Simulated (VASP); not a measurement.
Write the native input for VASP 6.6.1 that does the following.

- Task: single point
- Functional: BLYP
- Potentials or basis: VASP PAW PBE potentials, release 64 (Rb_sv)
- Cutoff: 520 eV
- k mesh: 8 × 8 × 5
- Occupations: fermi-dirac, width 0.1 eV
- Spin: no spin polarisation
- Dipole correction: no
- Further INCAR settings: ALGO = Normal; EDIFF = 1e-06; NBANDS = 16

The structure of Rb lies in POSCAR:

```
Rb
1.0
    5.2528945708      0.0000000000      0.0000000000
   -2.6264472854      4.5491401417      0.0000000000
    0.0000000000      0.0000000000      8.6484824712
Rb
2
Direct
    0.3333333333      0.6666666667      0.2500000000
    0.6666666667      0.3333333333      0.7500000000
```

This cell differs from its parent crystal: volume scaled by 1.08.

The input as run:

INCAR

```
  AGGAC = 1.0
  AGGAX = 1.0
  ALDAC = 0.0
  ALDAX = 1.0
  ALGO = Normal
  EDIFF = 1E-6
  ENCUT = 520
  GGA = B5
  ISIF = 2
  ISMEAR = -1
  LASPH = True
  LCHARG = True
  LELF = True
  LREAL = False
  LVHAR = True
  LWAVE = False
  NBANDS = 16
  NELM = 60
  PREC = Accurate
  SIGMA = 0.1
```

KPOINTS

```
k-points
0
Gamma
  8 8 5
```

Potentials or basis: VASP PAW PBE potentials, release 64 (Rb_sv).

Command:

```bash
$ cat potpaw_PBE.64/Rb_sv/POTCAR > POTCAR
$ mpirun -np 1 vasp_std > vasp.out
```

Results of the run:

```
Pressure               : -0.1 GPa
Band gap on the k mesh : zero (band 9 reaches 0.86 eV, above the bottom of band 10 at -0.80 eV)
```

Caveat: the PAW data sets were made with another functional, which shifts forces and pressure a little.

It took 89 s on 1 thread of AMD EPYC 9R45 96-Core Processor (Zen 5), on a shared host, peak memory 0.3 GiB.
